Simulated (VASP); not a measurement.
Runs of VASP 6.6.1 on ZrH4. The structure is that of space group Cmmm (No. 65), or close to it. The cells are those of the table. 

| task | cell | k mesh | cutoff (eV) | gap on the mesh (eV) | pressure (GPa) | relaxed volume (Å³/atom) | largest force (eV/Å) |
| --- | --- | --- | --- | --- | --- | --- | --- |
| relaxation of cell and atoms | relaxed from a = 5.074, b = 5.074, c = 3.298 Å, 5 atoms | 4 × 4 × 6 | 600 | none | 0.2 | 7.99 | 0.01 |
| single point | a = 5.074, b = 5.074, c = 3.298 Å, 5 atoms | 4 × 4 × 6 | 520 | none | (a) | - | 1.19 |
| relaxation of cell and atoms | relaxed from a = 3.550, b = 3.550, c = 3.516 Å, angles 90.0, 90.0, 115.4°, 5 atoms | 6 × 6 × 6 | 600 | none | 0.0 | 7.99 | 0.04 |
| single point | a = 3.555, b = 3.555, c = 3.529 Å, angles 90.0, 90.0, 116.3°, 5 atoms | 6 × 6 × 6 | 520 | none | -0.2 | - | 0.01 |
| single point | a = 3.550, b = 3.550, c = 3.516 Å, angles 90.0, 90.0, 115.4°, 5 atoms | 4 × 4 × 6 | 520 | none | -0.1 | - | 0.01 |

Alike in all rows: level PBE; potentials or basis VASP PAW PBE potentials, release 64 (Zr_sv, H); no spin polarisation; smearing gaussian 0.1 eV.

Problem. Fill in the values left out.

Solution. (a) -8.6.

Caveats: some runs use coarse meshes; the volume moved by over 15 % at a fixed basis, so the end points are rough (some runs); forces of over 1 eV/Å act on the atoms, so gaps and moduli don't describe the material at rest (some runs).

A k mesh can miss the band edges, and the runs leave out spin-orbit coupling on Zr.

A gap of «none» marks levels without a gap at the run's occupations.
